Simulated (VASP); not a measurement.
# Br (Im-3m) in VASP: notebook

Runs on Br. Level: PBE. Tasks: single point.

Program: VASP 6.6.1. These are calculated values, not measurements. Logs are shortened: lines on timing, memory, paths and dates and some standing lists are left out, and cuts for length are marked.

### Step 1. The cell of the first run

Symmetry: Im-3m, No. 229, cubic system. Conventional cell: a = 3.750 Å, b = 3.750 Å, c = 3.750 Å, α = 90.00°, β = 90.00°, γ = 90.00°. Within 4.3 Å of Br (site symmetry m-3m) lie 14 Br at 3.25 to 3.75 Å.

### Step 2. Single point, PBE

File INCAR:

```
SYSTEM = Br
PREC = Accurate ; ENCUT = 520
EDIFF = 1E-6 ; ISMEAR = -1
SIGMA = 0.02 ; LREAL = .False.
LASPH = .True. ; NELM = 60
ALGO = Normal ; ISIF = 2
LWAVE = .False. ; LCHARG = .False.
GGA = PE ; NBANDS = 10
```

File KPOINTS:

```
regular mesh
0
Gamma
  15 15 15
  0 0 0
```

File POSCAR:

```
Br
1.0
   -1.8749681078      1.8749681078      1.8749681078
    1.8749681078     -1.8749681078      1.8749681078
    1.8749681078      1.8749681078     -1.8749681078
Br
1
Direct
    0.0000000000      0.0000000000      0.0000000000
```

Potentials or basis: VASP PAW PBE potentials, release 64 (Br).

The run is started by

```bash
$ cat potpaw_PBE.64/Br/POTCAR > POTCAR
$ mpirun -np 1 vasp_std > vasp.out
```

OUTCAR:

```text
SYSTEM = Br
   PREC = Accurate
   ENCUT = 520
   EDIFF = 1E-6
   ISMEAR = -1
   LREAL = .False.
   LASPH = .True.
   NELM = 60
   ISIF = 2
   GGA = PE

 ion  position               nearest neighbor table
   1  0.000  0.000  0.000-

  LATTYP: Found a body centered cubic cell.
 ALAT       =     3.7499362156

  Lattice vectors:

 A1 = (  -1.8749681078,   1.8749681078,   1.8749681078)
 A2 = (   1.8749681078,  -1.8749681078,   1.8749681078)
 A3 = (   1.8749681078,   1.8749681078,  -1.8749681078)

Analysis of symmetry for initial positions (statically):
=====================================================================
 Subroutine PRICEL returns:
 Original cell was already a primitive cell.

 Routine SETGRP: Setting up the symmetry group for a
 body centered cubic supercell.

 Subroutine GETGRP returns: Found 48 space group operations
 (whereof 48 operations were pure point group operations)
 out of a pool of 48 trial point group operations.

The static configuration has the point symmetry O_h .

Analysis of symmetry for dynamics (positions and initial velocities):
=====================================================================
 Subroutine PRICEL returns:
 Original cell was already a primitive cell.

 Routine SETGRP: Setting up the symmetry group for a
 body centered cubic supercell.

 Subroutine GETGRP returns: Found 48 space group operations
 (whereof 48 operations were pure point group operations)
 out of a pool of 48 trial point group operations.

The dynamic configuration has the point symmetry O_h .

 Subroutine INISYM returns: Found 48 space group operations
 (whereof 48 operations are pure point group operations),
 and found     1 'primitive' translations

----------------------------------------------------------------------------------------

                                     Primitive cell

  volume of cell :      26.3658

  direct lattice vectors                    reciprocal lattice vectors
    -1.874968108  1.874968108  1.874968108     0.000000000  0.266671203  0.266671203
     1.874968108 -1.874968108  1.874968108     0.266671203  0.000000000  0.266671203
     1.874968108  1.874968108 -1.874968108     0.266671203  0.266671203  0.000000000

  length of vectors
     3.247540025  3.247540025  3.247540025     0.377130031  0.377130031  0.377130031

  position of ions in fractional coordinates (direct lattice)
     0.000000000  0.000000000  0.000000000

  ion indices of the primitive-cell ions
   primitive index   ion index
                 1           1

----------------------------------------------------------------------------------------

 KPOINTS: regular mesh

Automatic generation of k-mesh.
 Grid dimensions read from file:
 generate k-points for:   15   15   15

 Generating k-lattice:

  Cartesian coordinates                     Fractional coordinates (reciprocal lattice)
     0.000000000  0.017778080  0.017778080     0.066666667  0.000000000  0.000000000
     0.017778080  0.000000000  0.017778080     0.000000000  0.066666667  0.000000000
     0.017778080  0.017778080  0.000000000     0.000000000  0.000000000  0.066666667

  Length of vectors
     0.025142002  0.025142002  0.025142002

  Shift w.r.t. Gamma in fractional coordinates (k-lattice)
     0.000000000  0.000000000  0.000000000

 Subroutine IBZKPT returns following result:
 ===========================================

 Found    120 irreducible k-points:

 Following reciprocal coordinates:
            Coordinates               Weight
  0.000000  0.000000  0.000000      1.000000
  0.066667  0.000000  0.000000     12.000000
  0.133333  0.000000  0.000000     12.000000
  0.200000  0.000000  0.000000     12.000000
  0.266667  0.000000  0.000000     12.000000
  0.333333  0.000000  0.000000     12.000000
[... 16 lines left out ...]
  0.333333  0.200000  0.000000     48.000000
  0.400000  0.200000  0.000000     24.000000
 [... further k-points ...]
   k-points           NKPTS =    120   k-points in BZ     NKDIM =    120   number of bands    NBANDS=     10
   number of dos      NEDOS =    301   number of ions     NIONS =      1
   total plane-waves  NPLWV =  13824
   dimension x,y,z NGX =    24 NGY =   24 NGZ =   24
   dimension x,y,z NGXF=    48 NGYF=   48 NGZF=   48
   ions per type =               1
   NGX,Y,Z   is equivalent  to a cutoff of  12.29, 12.29, 12.29 a.u.
   NGXF,Y,Z  is equivalent  to a cutoff of  24.57, 24.57, 24.57 a.u.
 SYSTEM =  Br
   PREC   = accura    normal or accurate (medium, high low for compatibility)
   ISTART =      0    job   : 0-new  1-cont  2-samecut
   ICHARG =      2    charge: 1-file 2-atom 10-const
   ISPIN  =      1    spin polarized calculation?
   LNONCOLLINEAR =      F non collinear calculations
   LSORBIT =      F    spin-orbit coupling
   LASPH  =      T    aspherical Exc in radial PAW
   ENCUT  =  520.0 eV  38.22 Ry    6.18 a.u.   6.04  6.04  6.04*2*pi/ulx,y,z
   NELM   =     60;   NELMIN=  2; NELMDL= -5     # of ELM steps
   EDIFF  = 0.1E-05   stopping-criterion for ELM
   LREAL  =      F    real-space projection
   EDIFFG = 0.1E-04   stopping-criterion for IOM
   NSW    =      0    number of steps for IOM
   IBRION =     -1    ionic relax: 0-MD 1-quasi-New 2-CG
   NFREE  =      0    steps in history (QN), initial steepest desc. (CG)
   ISIF   =      2    stress and relaxation
   ISYM   =      2    0-nonsym 1-usesym 2-fastsym
   POTIM  = 0.5000    time-step for ionic-motion
   TEBEG  =    0.0;   TEEND  =   0.0 temperature during run
   PSTRESS=    0.0 pullay stress
   NELECT =       7.0000    total number of electrons
   NUPDOWN=      -1.0000    fix difference up-down
   EMIN   =  10.00;   EMAX   =-10.00  energy-range for DOS
   EFERMI =   0.00;   METHOD = LEGACY
   ISMEAR =    -1;   SIGMA  =   0.02  broadening in eV -4-tet -1-fermi 0-gaus
   EFERMI_NEDOS =   21; number of points for ismear=-14 and -15
   IALGO  =     38    algorithm
   IMIX   =      4    mixing-type and parameters
     AMIX     =   0.40;   BMIX     =  1.00
     AMIX_MAG =   1.60;   BMIX_MAG =  1.00
  volume/ion in A,a.u.               =      26.37       177.93
  Fermi-wavevector in a.u.,A,eV,Ry     =   1.052189  1.988348 15.063024  1.107101
  Thomas-Fermi vector in A             =   2.187262
   LORBIT       =      0    0 simple, 1 ext, 2 COOP (PROOUT), +10 PAW based schemes
   GGA     = PE    functional components
   LHFCALC =     F    Hartree Fock is set to
   AEXX    =    0.0000 exact exchange contribution
   IVDW    =     0    specifies the selected vdW correction
   LEPSILON=     F    determine dielectric tensor
   LRPA    =     F    only Hartree local field effects (RPA)
 non-spin polarized calculation
  energy-cutoff  :      520.00
  volume of cell :       26.37
 maximum number of plane-waves:       722
   NGX = 13   NGY = 13   NGZ = 13

 number of electron       6.9999999 magnetization

 Free energy of the ion-electron system (eV)
  ---------------------------------------------------
  ext. energy  EPLUGINS =         0.00000000
  ---------------------------------------------------
  free energy    TOTEN  =        -1.01153170 eV

  energy without entropy =       -1.00815315  energy(sigma->0) =       -1.00984243

 E-fermi :   1.6787     XC(G=0):  -9.3040

 val. band max:        1.6756331130   @ k =  -0.3333  -0.4000   0.0667
 cond. band min:       1.6804529732   @ k =  -0.3333  -0.4667   0.0667
 fundamental gap:      0.0048198602
 Fermi energy:         1.6786890965

 k-point     1 :       0.0000    0.0000    0.0000
  band No.  band energies     occupation
      1     -13.7296      2.00000
      2       2.4002      0.00000
      3       2.4002      0.00000
      4       2.4002      0.00000
      5       9.5290      0.00000
      6      14.3443      0.00000
      7      14.3443      0.00000
      8      14.3443      0.00000
      9      17.0033      0.00000
     10      17.0033      0.00000

 k-point     2 :       0.0667    0.0000    0.0000
  band No.  band energies     occupation
      1     -13.6791      2.00000
      2       2.0670      0.00000
      3       2.3172      0.00000
      4       2.3894      0.00000
      5       9.8477      0.00000
      6      14.0909      0.00000
      7      14.2162      0.00000
      8      14.5956      0.00000
      9      16.4566      0.00000
     10      16.8596      0.00000

 k-point     3 :       0.1333    0.0000    0.0000
  band No.  band energies     occupation
      1     -13.5320      2.00000
      2       1.2401      2.00000
      3       2.0938      0.00000
      4       2.3582      0.00000
      5      10.5250      0.00000
      6      13.5115      0.00000
      7      13.7971      0.00000
      8      15.3225      0.00000
      9      16.1524      0.00000
     10      16.6308      0.00000

 k-point     4 :       0.2000    0.0000    0.0000
  band No.  band energies     occupation
      1     -13.3023      2.00000
      2       0.2051      2.00000
      3       1.7910      0.00725
      4       2.3112      0.00000
      5      10.8389      0.00000
      6      12.8618      0.00000
      7      13.7275      0.00000
      8      16.4605      0.00000
      9      16.5075      0.00000
     10      16.5412      0.00000

 k-point     5 :       0.2667    0.0000    0.0000
  band No.  band energies     occupation
      1     -13.0157      2.00000
      2      -0.8395      2.00000
      3       1.4745      1.99993
      4       2.2558      0.00000
      5      10.4502      0.00000
      6      12.2755      0.00000
      7      14.4787      0.00000
      8      16.6750      0.00000
      9      17.2514      0.00000
     10      17.9365      0.00000

 k-point     6 :       0.3333    0.0000    0.0000
  band No.  band energies     occupation
      1     -12.7133      2.00000
      2      -1.7623      2.00000
      3       1.1969      2.00000
      4       2.2016      0.00000
      5       9.8982      0.00000
      6      11.8098      0.00000
      7      15.5148      0.00000
      8      17.0549      0.00000
      9      18.1159      0.00000
     10      19.6818      0.00000

 k-point     7 :       0.4000    0.0000    0.0000
  band No.  band energies     occupation
      1     -12.4526      2.00000
      2      -2.4578      2.00000
      3       0.9942      2.00000
      4       2.1584      0.00000
      5       9.4718      0.00000
      6      11.4901      0.00000
      7      16.5596      0.00000
      8      17.6790      0.00000
      9      18.6198      0.00000
     10      20.9004      0.00000

 k-point     8 :       0.4667    0.0000    0.0000
  band No.  band energies     occupation
      1     -12.2986      2.00000
      2      -2.8349      2.00000
      3       0.8878      2.00000
      4       2.1345      0.00000
      5       9.2483      0.00000
      6      11.3279      0.00000
      7      17.5176      0.00000
      8      18.3965      0.00000
      9      18.5188      0.00000
     10      19.6748      0.00000

 k-point     9 :       0.0667    0.0667    0.0000
  band No.  band energies     occupation
      1     -13.5803      2.00000
      2       1.4984      1.99976
      3       2.2133      0.00000
      4       2.3092      0.00000
      5      10.3631      0.00000
      6      13.7537      0.00000
      7      13.8053      0.00000
      8      15.1468      0.00000
      9      15.9262      0.00000
     10      16.9516      0.00000
[... 118 lines left out ...]
 k-point    19 :       0.3333    0.1333    0.0000
  band No.  band energies     occupation
      1     -12.3763      2.00000
      2      -2.3120      2.00000
      3       0.4773      2.00000
      4       1.8312      0.00098
      5      10.2535      0.00000
      6      11.9540      0.00000
      7      15.3631      0.00000
      8      17.4012      0.00000
      9      19.3661      0.00000
     10      20.9294      0.00000

 k-point    20 :       0.4000    0.1333    0.0000
  band No.  band energies     occupation
      1     -12.2343      2.00000
      2      -2.6305      2.00000
      3       0.3231      2.00000
      4       1.7977      0.00520
      5      10.0507      0.00000
      6      11.8764      0.00000
      7      16.1002      0.00000
      8      17.1712      0.00000
      9      20.0040      0.00000
     10      21.1577      0.00000

 k-point    21 :       0.2000    0.2000    0.0000
  band No.  band energies     occupation
      1     -12.6426      2.00000
      2      -1.5411      2.00000
      3       0.6279      2.00000
      4       1.8317      0.00095
      5      11.1075      0.00000
      6      12.1999      0.00000
      7      14.2679      0.00000
      8      16.2015      0.00000
      9      19.1869      0.00000
     10      20.2835      0.00000

 k-point    22 :       0.2667    0.2000   -0.0000
  band No.  band energies     occupation
      1     -12.3974      2.00000
      2      -1.9953      2.00000
      3       0.1130      2.00000
      4       1.7340      0.11862
      5      10.8729      0.00000
      6      12.2752      0.00000
      7      14.7892      0.00000
      8      16.7779      0.00000
      9      19.3804      0.00000
     10      21.0160      0.00000

 k-point    23 :       0.3333    0.2000    0.0000
  band No.  band energies     occupation
      1     -12.2190      2.00000
      2      -2.3019      2.00000
      3      -0.2340      2.00000
      4       1.6743      1.10933
      5      10.6636      0.00000
      6      12.3907      0.00000
      7      15.1650      0.00000
      8      17.1352      0.00000
      9      19.5755      0.00000
     10      21.8804      0.00000

 k-point    24 :       0.4000    0.2000    0.0000
  band No.  band energies     occupation
      1     -12.1532      2.00000
      2      -2.4115      2.00000
      3      -0.3547      2.00000
      4       1.6539      1.55038
      5      10.5862      0.00000
      6      12.4395      0.00000
      7      15.3467      0.00000
      8      17.0531      0.00000
      9      20.0112      0.00000
     10      22.4616      0.00000

 [... further k-points ...]
[... 5 lines left out ...]
  --------------------------------------------------------------------------------------
  -------------------------------------------------------------------------------------
  Total        0.0513257      0.0513257      0.0513257      0.0000000      0.0000000      0.0000000
  in kB        3.1189195      3.1189195      3.1189195      0.0000000      0.0000000      0.0000000
  external PRESSURE =       3.1189195 kB  Pullay stress =       0.0000000 kB

 VOLUME and BASIS-vectors are now :
 -----------------------------------------------------------------------------
  energy-cutoff  :      520.00
  volume of cell :       26.37
      direct lattice vectors                 reciprocal lattice vectors
    -1.874968108  1.874968108  1.874968108     0.000000000  0.266671203  0.266671203
     1.874968108 -1.874968108  1.874968108     0.266671203  0.000000000  0.266671203
     1.874968108  1.874968108 -1.874968108     0.266671203  0.266671203  0.000000000

 POSITION                                       TOTAL-FORCE (eV/Angst)
 -----------------------------------------------------------------------------------
      0.00000      0.00000      0.00000        -0.000000     -0.000000      0.000000
 -----------------------------------------------------------------------------------
    total drift:                                0.000000      0.000000      0.000000

  FREE ENERGIE OF THE ION-ELECTRON SYSTEM (eV)
  ---------------------------------------------------
  free  energy   TOTEN  =        -1.0115317033 eV

  energy  without entropy=       -1.0081531476  energy(sigma->0) =       -1.00984243
```

It took 17 s on 1 thread of Intel Xeon Platinum 8259CL at 2.50GHz (Skylake/Cascade Lake), shared host; peak memory 0.15 GiB.

Results:

- Free energy: -1.0115 eV
- Pressure: 0.3 GPa
- Band gap on the k mesh: zero (an odd number of electrons rules out a gap without spin polarisation)

Levels at points of the mesh, in eV from the Fermi level:
```csv
k point,band 2,band 3,band 4,band 5,band 6,band 7
"(0.00, 0.00, 0.00)",0.72,0.72,0.72,7.85,12.67,12.67
```

Caveat: an odd number of electrons without spin polarisation forces a metal; a magnetic or distorted state may lie lower.

(Continued in part 2 of 2.)
